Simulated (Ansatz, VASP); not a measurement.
# One calculation of KF, two programs

```
K F
1.0
     0.11583    2.74046    2.74046
     2.74046    0.11583    2.74046
     2.74046    2.74046    0.11583
K F
1 1
Direct
  0.00000 0.00000 0.00000
  0.50000 0.50000 0.50000
```

Alike in both runs: task single point; functional PBE; k mesh 8 × 8 × 8; occupations gaussian, width 0.05 eV; no spin polarisation.

|  | VASP | Ansatz |
| --- | --- | --- |
| version | VASP 6.6.1 | Ansatz 0.2.0 |
| potentials or method | VASP PAW PBE potentials, release 64 (K_sv, F), cutoff 520 eV | scalar-relativistic, plane waves, PAW |
| valence electrons in the cell | 16 | 16 |

Ansatz gave:

| Property | Result |
| --- | --- |
| gap on the k mesh at the Fermi level (eV) | 6.08 |
| least direct gap on the mesh (eV) | 6.08 |
| pressure (GPa) | 0.9 |
| traceless stress, the component that is largest in VASP (GPa) | -0.65 |

Task: Which values does VASP return?

Result: gap on the k mesh at the Fermi level (eV): 6.07; least direct gap on the mesh (eV): 6.07; pressure (GPa): 1.0; traceless stress, the component that is largest in VASP (GPa): -0.64.
